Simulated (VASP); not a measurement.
## Te: single point with PBEsol

The system is Te.

```
CELL_PARAMETERS angstrom
3.94406 0.00000 0.00000
-1.97203 3.41566 0.00000
0.00000 0.00000 4.38637
ATOMIC_POSITIONS crystal
Te 0.33333 0.66667 0.25000
Te 0.66667 0.33333 0.75000
```

This isn't the form of Te at room conditions, which is trigonal, of chains.

```json
{
 "Program": "VASP 6.6.1",
 "Task": "single point",
 "Functional": "PBEsol",
 "Potentials or basis": "VASP PAW PBE potentials, release 64 (Te)",
 "Cutoff": "520 eV",
 "k mesh": "18 × 18 × 12",
 "Occupations": "gaussian, width 0.1 eV",
 "Spin": "no spin polarisation"
}
```

```
Pressure               : 0.0 GPa
Band gap on the k mesh : zero (bands 6 and 7 overlap by 2.61 eV)
```

Levels at points of the mesh, in eV from the Fermi level:
| k point | band 4 | band 5 | band 6 | band 7 | band 8 | band 9 |
| --- | --- | --- | --- | --- | --- | --- |
| (0.00, 0.00, 0.00) | -1.75 | -1.75 | 1.03 | 1.03 | 3.03 | 3.63 |
| (0.50, 0.00, 0.00) | -3.37 | -2.87 | -1.11 | -0.80 | 2.22 | 2.77 |
| (0.00, 0.00, 0.50) | -0.49 | -0.31 | -0.31 | -0.31 | -0.31 | 6.50 |
| (0.50, 0.00, 0.50) | -5.84 | -1.43 | -1.43 | 0.99 | 0.99 | 7.14 |

Run time: 2.1 min on 1 thread of Intel(R) Xeon(R) Platinum 8488C (Sapphire Rapids), with other jobs on the host, peak memory 0.29 GiB.

Caveat: the PAW data sets were made with another functional, which shifts forces and pressure a little; spin-orbit coupling is left out, which moves the levels of the heavy elements.
